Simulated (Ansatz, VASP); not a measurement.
# One calculation of YNbN3, two programs

```
Y Nb N
1.0
     5.90318    0.00000    0.00000
     0.00000    5.90318    0.00000
     0.00000    0.00000    4.17418
Y Nb N
2 2 6
Direct
  0.00000 0.50000 0.50000
  0.50000 0.00000 0.50000
  0.50000 0.50000 0.00000
  0.00000 0.00000 0.00000
  0.78139 0.28139 0.00000
  0.71861 0.78139 0.00000
  0.50000 0.50000 0.50000
  0.21861 0.71861 0.00000
  0.28139 0.21861 0.00000
  0.00000 0.00000 0.50000
```

Alike in both runs: task single point; functional PBE; k mesh 4 × 4 × 4; occupations gaussian, width 0.1 eV; no spin polarisation.

|  | VASP | Ansatz |
| --- | --- | --- |
| version | VASP 6.6.1 | Ansatz 0.2.0 |
| potentials or method | VASP PAW PBE potentials, release 64 (Y_sv, Nb_sv, N), cutoff 520 eV | scalar-relativistic, plane waves, PAW |
| valence electrons in the cell | 78 | 78 |

```tsv
	VASP	Ansatz	Ansatz less VASP
gap on the k mesh at the Fermi level (eV)	none	none	-
pressure (GPa)	-17.0	-16.7	+0.25
traceless stress, the component that is largest in VASP (GPa)	0.86	0.87	+0.004
rms of the force components (eV/Å)	0.161	0.163	+0.0022
```

Atom by atom the forces differ by 0.002 eV/Å (rms over components). A gap of «none» marks a metal or a gap that the smearing closes.

The k mesh is coarse, so the values compare programs but aren't converged.
